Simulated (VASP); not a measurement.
# SrO (Fm-3m) in VASP: notebook, part 2 of 2

VASP 6.6.1. The steps go on from the part before.

### 3 Single point, PBE

This run uses another cell than the first one, of 17.37 Å³/atom, 1.013 times its volume.

Input file INCAR:

```
ALGO     = Normal         # electronic algorithm
EDIFF    = 1E-7           # SCF threshold, eV
ENCUT    = 520            # plane-wave cutoff, eV
GGA      = PE             # functional
ISIF     = 2              # what is computed and relaxed
ISMEAR   = 0              # smearing method
LASPH    = T              # aspherical terms in the spheres
LCHARG   = T              # write CHGCAR
LELF     = T              # ELF
LREAL    = F              # projectors in reciprocal space
LVHAR    = T            
LWAVE    = F              # write WAVECAR
NBANDS   = 15             # bands
NELM     = 100            # most SCF steps
PREC     = Accurate       # precision mode
SIGMA    = 0.05           # smearing width, eV
```

Input file KPOINTS:

```
k-points
0
Gamma
  12 12 12
```

Input file POSCAR:

```
SrO
1.0
    0.0000000000      2.5895992327      2.5895992327
    2.5895992327      0.0000000000      2.5895992327
    2.5895992327      2.5895992327      0.0000000000
Sr O
1 1
Direct
    0.5000000000      0.5000000000      0.5000000000
    0.0000000000      0.0000000000      0.0000000000
```

Potentials or basis: VASP PAW PBE potentials, release 64 (Sr_sv, O).

Launch:

```bash
cat potpaw_PBE.64/Sr_sv/POTCAR potpaw_PBE.64/O/POTCAR > POTCAR
mpirun -np 1 vasp_std > vasp.out
```

It took 98 s on 1 thread of AMD EPYC 7R13, shared host; peak memory 0.15 GiB.

Results (log left out):

```
Free energy            : -12.0527 eV
Pressure               : 1.3 GPa
Band gap on the k mesh : 3.28 eV, indirect (least direct gap 3.38 eV)
```

Levels at points of the mesh, in eV from the valence-band top:
| k point | band 6 | band 7 | band 8 | band 9 | band 10 | band 11 |
| --- | --- | --- | --- | --- | --- | --- |
| (0.00, 0.00, 0.00) | 0.00 | 0.00 | 0.00 | 3.83 | 6.16 | 6.16 |
| (0.50, 0.00, 0.00) | -2.13 | -1.10 | -1.10 | 6.46 | 8.28 | 8.72 |
| (0.50, 0.50, 0.00) | -0.47 | -0.10 | -0.10 | 3.28 | 7.64 | 10.03 |

A k mesh can miss the band edges. As with any semilocal functional, this PBE gap is likely too small.

### 4 Single point, PBE (volume scaled by 0.980)

Input file INCAR:

```
  ALGO = Normal
  EDIFF = 1E-6
  ENCUT = 520
  GGA = PE
  ISIF = 2
  ISMEAR = 0
  LASPH = True
  LCHARG = False
  LREAL = False
  LWAVE = False
  NBANDS = 15
  NELM = 80
  PREC = Accurate
  SIGMA = 0.05
```

KPOINTS is that of step 3.

Input file POSCAR:

```
SrO
1.0
    0.0000000000      2.5800794010      2.5800794010
    2.5800794010      0.0000000000      2.5800794010
    2.5800794010      2.5800794010      0.0000000000
Sr O
1 1
Direct
    0.5000000000      0.5000000000      0.5000000000
    0.0000000000      0.0000000000      0.0000000000
```

Potentials or basis: VASP PAW PBE potentials, release 64 (Sr_sv, O).

Launch:

```bash
cat potpaw_PBE.64/Sr_sv/POTCAR potpaw_PBE.64/O/POTCAR > POTCAR
mpirun -np 1 vasp_std > vasp.out
```

OUTCAR:

```text
EDIFF = 1E-6
   ENCUT = 520
   GGA = PE
   ISIF = 2
   ISMEAR = 0
   LASPH = True
   LREAL = False
   NELM = 80
   PREC = Accurate

 ion  position               nearest neighbor table
   1  0.500  0.500  0.500-   2 2.58   2 2.58   2 2.58   2 2.58   2 2.58   2 2.58
   2  0.000  0.000  0.000-   1 2.58   1 2.58   1 2.58   1 2.58   1 2.58   1 2.58

  LATTYP: Found a face centered cubic cell.
 ALAT       =     5.1601588020

  Lattice vectors:

 A1 = (   0.0000000000,   2.5800794010,   2.5800794010)
 A2 = (   2.5800794010,   0.0000000000,   2.5800794010)
 A3 = (   2.5800794010,   2.5800794010,   0.0000000000)

Analysis of symmetry for initial positions (statically):
=====================================================================
 Subroutine PRICEL returns:
 Original cell was already a primitive cell.

 Routine SETGRP: Setting up the symmetry group for a
 face centered cubic supercell.

 Subroutine GETGRP returns: Found 48 space group operations
 (whereof 48 operations were pure point group operations)
 out of a pool of 48 trial point group operations.

The static configuration has the point symmetry O_h .

Analysis of symmetry for dynamics (positions and initial velocities):
[... 177 lines left out ...]
     10       7.8009      0.00000
     11       7.8009      0.00000
     12       7.8009      0.00000
     13       9.9443      0.00000
     14       9.9443      0.00000
[... 401 lines left out ...]
      2     -14.7778      2.00000
      3     -12.7625      2.00000
      4     -12.5824      2.00000
      5     -11.4985      2.00000
      6      -0.1646      2.00000
      7       0.6091      2.00000
      8       0.7687      2.00000
      9       8.0450      0.00000
     10       8.7327      0.00000
     11      10.5521      0.00000
     12      10.9299      0.00000
     13      13.1716      0.00000
     14      14.0269      0.00000
     15      15.2010      0.00000

 [... further k-points ...]

------------------------ aborting loop because EDIFF is reached ----------------------------------------

  FORCE on cell =-STRESS in cart. coord.  units (eV):
  Direction    XX          YY          ZZ          XY          YZ          ZX
  --------------------------------------------------------------------------------------
  -------------------------------------------------------------------------------------
  Total        0.5023142      0.5023142      0.5023142      0.0000000      0.0000000     -0.0000000
  in kB       23.4291669     23.4291669     23.4291669      0.0000000      0.0000000     -0.0000000
  external PRESSURE =      23.4291669 kB  Pullay stress =       0.0000000 kB

 VOLUME and BASIS-vectors are now :
 -----------------------------------------------------------------------------
  energy-cutoff  :      520.00
  volume of cell :       34.35
      direct lattice vectors                 reciprocal lattice vectors
     0.000000000  2.580079401  2.580079401    -0.193792486  0.193792486  0.193792486
     2.580079401  0.000000000  2.580079401     0.193792486 -0.193792486  0.193792486
     2.580079401  2.580079401  0.000000000     0.193792486  0.193792486 -0.193792486

 POSITION                                       TOTAL-FORCE (eV/Angst)
 -----------------------------------------------------------------------------------
      2.58008      2.58008      2.58008         0.000000     -0.000000     -0.000000
      0.00000      0.00000      0.00000        -0.000000      0.000000      0.000000
 -----------------------------------------------------------------------------------
    total drift:                                0.000000      0.000000      0.000000

  FREE ENERGIE OF THE ION-ELECTRON SYSTEM (eV)
  ---------------------------------------------------
  free  energy   TOTEN  =       -12.0480472918 eV

  energy  without entropy=      -12.0480472918  energy(sigma->0) =      -12.04804729
```

OSZICAR:

```text
N       E                     dE             d eps       ncg     rms          rms(c)
DAV:   1     0.606539926140E+02    0.60654E+02   -0.78274E+03  2168   0.100E+03
DAV:   2    -0.109720548238E+02   -0.71626E+02   -0.65834E+02  3060   0.213E+02
DAV:   3    -0.142033897433E+02   -0.32313E+01   -0.32166E+01  3209   0.386E+01
DAV:   4    -0.142488404244E+02   -0.45451E-01   -0.45443E-01  2574   0.377E+00
DAV:   5    -0.142491830518E+02   -0.34263E-03   -0.34263E-03  2904   0.265E-01    0.161E+01
DAV:   6    -0.121999368469E+02    0.20492E+01   -0.67083E+00  2216   0.194E+01    0.190E+01
DAV:   7    -0.120568660463E+02    0.14307E+00   -0.30044E-01  2566   0.487E+00    0.110E+01
DAV:   8    -0.120460796280E+02    0.10786E-01   -0.11933E-01  2818   0.345E+00    0.417E-01
DAV:   9    -0.120474185629E+02   -0.13389E-02   -0.58743E-03  2662   0.485E-01    0.233E-01
DAV:  10    -0.120478785166E+02   -0.45995E-03   -0.43739E-04  2363   0.197E-01    0.879E-02
DAV:  11    -0.120480291549E+02   -0.15064E-03   -0.15163E-04  2300   0.907E-02    0.276E-02
DAV:  12    -0.120480473017E+02   -0.18147E-04   -0.27905E-05  2314   0.388E-02    0.254E-02
DAV:  13    -0.120480472918E+02    0.98469E-08   -0.17107E-06  2334   0.115E-02
   1 F= -.12048047E+02 E0= -.12048047E+02  d E =-.382532E-26
```

stdout:

```text
POSCAR found type information on POSCAR SrO
 POSCAR found :  2 types and       2 ions
 scaLAPACK will be used
 LDA part: xc-table for (Slater+PW92), standard interpolation
 POSCAR, INCAR and KPOINTS ok, starting setup
 FFT: planning ... GRIDC
 FFT: planning ... GRID_SOFT
 FFT: planning ... GRID
 WAVECAR not read
 entering main loop
```

Run time: 80 s. Hardware: 1 thread of AMD EPYC 7R13, shared host; peak memory 0.15 GiB.

What came out:

```
Free energy            : -12.0480 eV
Pressure               : 2.3 GPa
Band gap on the k mesh : 3.27 eV, indirect (least direct gap 3.37 eV)
```

Caveat: the cell differs from its parent crystal (volume scaled by 0.980). A k mesh can miss the band edges.

### 5 Single point, PBE

This run uses another cell than the first one, of 17.53 Å³/atom, 1.022 times its volume.

Input file INCAR:

```
ALGO     = Normal         # electronic algorithm
EDIFF    = 1E-6           # SCF threshold, eV
ENCUT    = 520            # plane-wave cutoff, eV
GGA      = PE             # functional
ISIF     = 2              # what is computed and relaxed
ISMEAR   = 0              # smearing method
LASPH    = True           # aspherical terms in the spheres
LCHARG   = False          # write CHGCAR
LREAL    = False          # projectors in reciprocal space
LWAVE    = False          # write WAVECAR
NBANDS   = 15             # bands
NELM     = 60             # most SCF steps
PREC     = Accurate       # precision mode
SIGMA    = 0.05           # smearing width, eV
```

KPOINTS is that of step 4.

Input file POSCAR:

```
SrO
1.0
    0.0000000000      2.5975128988      2.5975128988
    2.5975128988      0.0000000000      2.5975128988
    2.5975128988      2.5975128988      0.0000000000
Sr O
1 1
Direct
    0.5000000000      0.5000000000      0.5000000000
    0.0000000000      0.0000000000      0.0000000000
```

Launch:

```bash
cat potpaw_PBE.64/Sr_sv/POTCAR potpaw_PBE.64/O/POTCAR > POTCAR
mpirun -np 1 vasp_std > vasp.out
```

Wall time 71 s (1 thread of AMD EPYC 7R13, shared host); peak memory 0.15 GiB.

Results (log left out):

| Property | Result |
| --- | --- |
| Free energy | -12.0547 eV |
| Pressure | 0.5 GPa |
| Band gap on the k mesh | 3.28 eV, indirect (least direct gap 3.39 eV) |

Levels at points of the mesh, in eV from the valence-band top:
```csv
k point,band 5,band 6,band 7,band 8,band 9,band 10,band 11,band 12
"(0.00, 0.00, 0.00)",-14.17,0.00,0.00,0.00,3.77,6.14,6.14,6.14
"(0.50, 0.00, 0.00)",-12.99,-2.11,-1.08,-1.08,6.42,8.21,8.67,8.67
"(0.50, 0.50, 0.00)",-14.50,-0.48,-0.11,-0.11,3.28,7.57,9.97,10.11
```

### 6 Overview

| cell | gap on the mesh (eV) | pressure (GPa) |
| --- | --- | --- |
| a = 3.646 Å, angles 60.0°, 2 atoms | 3.27 | 2.5 |
| a = 3.662 Å, angles 60.0°, 2 atoms | 3.28 | 1.3 |
| a = 3.649 Å, angles 60.0°, 2 atoms | 3.27 | 2.3 |
| a = 3.673 Å, angles 60.0°, 2 atoms | 3.28 | 0.5 |

Alike in all rows: task single point; level PBE; potentials or basis VASP PAW PBE potentials, release 64 (Sr_sv, O); no spin polarisation; k mesh 12 × 12 × 12; cutoff (eV) 520; smearing gaussian 0.05 eV.

Total energies depend on the potentials used, so only differences within one code and one set of settings carry meaning.
